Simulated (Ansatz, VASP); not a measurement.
Two plane-wave programs on CsH

```
CELL_PARAMETERS angstrom
0.00000 2.93296 3.44304
2.93296 0.00000 3.44304
2.93296 2.93296 0.00000
ATOMIC_POSITIONS crystal
Cs 0.00000 0.00000 0.00000
H 0.50000 0.50000 0.50000
```

Change from the starting cell: strain -0.080 along x and y, +0.080 along z, atoms carried along.

Alike in both runs: task single point; functional LDA; k mesh 8 × 8 × 8; occupations gaussian, width 0.05 eV; no spin polarisation.

|  | VASP | Ansatz |
| --- | --- | --- |
| version | VASP 6.6.1 | Ansatz 0.2.0 |
| potentials or method | VASP PAW LDA potentials, release 64 (Cs_sv, H), cutoff 520 eV | scalar-relativistic, plane waves, PAW |
| valence electrons in the cell | 10 | 10 |

```tsv
	VASP	Ansatz	Ansatz less VASP
gap on the k mesh at the Fermi level (eV)	1.66	1.69	+0.028
least direct gap on the mesh (eV)	1.66	1.69	+0.028
pressure (GPa)	0.3	0.2	-0.06
traceless stress, the component that is largest in VASP (GPa)	-2.37	-2.29	+0.071
```

LDA's correlation is that of Perdew and Zunger in VASP and of Perdew and Wang (1992) in Ansatz.

Spin-orbit coupling is off throughout.
